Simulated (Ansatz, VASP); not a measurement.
# One calculation of Pt, two programs

INCAR

```
SYSTEM = Pt
PREC = Accurate
ENCUT = 520
EDIFF = 1E-6
ISMEAR = 0
SIGMA = 0.05
LREAL = .FALSE.
LASPH = .TRUE.
NELM = 100
ALGO = Fast
ISIF = 2
LWAVE = .FALSE.
LCHARG = .TRUE.
GGA = PS
LELF = .TRUE.
LVHAR = .TRUE.
NBANDS = 17
```

File KPOINTS:

```
Automatic mesh
0
G
  15 15 8
  0 0 0
```

POSCAR

```
Pt
1.0
    2.7606656158      0.0000000000      0.0000000000
   -1.3803328079      2.3908065546      0.0000000000
    0.0000000000      0.0000000000      4.7921340000
Pt
2
Direct
    0.6666666700      0.3333333300      0.7500000000
    0.3265146335      0.6275268037      0.2504370584
```

Input for Ansatz:

```yaml
crystal:
  lattice:
    - [2.7606656158, 0.0, 0.0]
    - [-1.3803328079, 2.3908065546, 0.0]
    - [0.0, 0.0, 4.792134]
  atoms:
    - { symbol: Pt, position: [0.66666667, 0.33333333, 0.75] }
    - { symbol: Pt, position: [0.3265146335, 0.6275268037, 0.2504370584] }
basis:
  ecutwfc: 500
  fft_grid_basis: typed
kpoints:
  mp_grid: { grid: [15, 15, 8] }
hamiltonian:
  xc: pbesol
  pseudopotentials: { kind: paw }
scf:
  occupations: { method: gaussian, width: 0.05 }
output:
  forces: true
  stress: true
  eigenvalues: true
  bader: true
  write_density: true
  volumetric_format: npy
```

Alike in both runs: task single point; functional PBEsol; k mesh 15 × 15 × 8; occupations gaussian, width 0.05 eV; no spin polarisation.

```csv
,VASP,Ansatz
version,VASP 6.6.1,Ansatz 0.2.0
potentials or method,"VASP PAW PBE potentials, release 64 (Pt), cutoff 520 eV","scalar-relativistic, plane waves, PAW"
valence electrons in the cell,20,36
```

|  | VASP | Ansatz | Ansatz less VASP |
| --- | --- | --- | --- |
| gap on the k mesh at the Fermi level (eV) | none | none | - |
| pressure (GPa) | -11.2 | -10.9 | +0.36 |
| traceless stress, the component that is largest in VASP (GPa) | 0.45 | 0.58 | +0.128 |
| rms of the force components (eV/Å) | 0.048 | 0.048 | -0.0003 |

VASP's potentials were made for PBE, not for PBEsol. Atom by atom the forces differ by 0.000 eV/Å (rms over components). A gap of «none» marks a metal or a gap that the smearing closes. VASP's potentials hold 20 valence electrons a cell and Ansatz's 36, so a difference there can come from the potentials and not from the codes.

Spin-orbit coupling is off throughout.
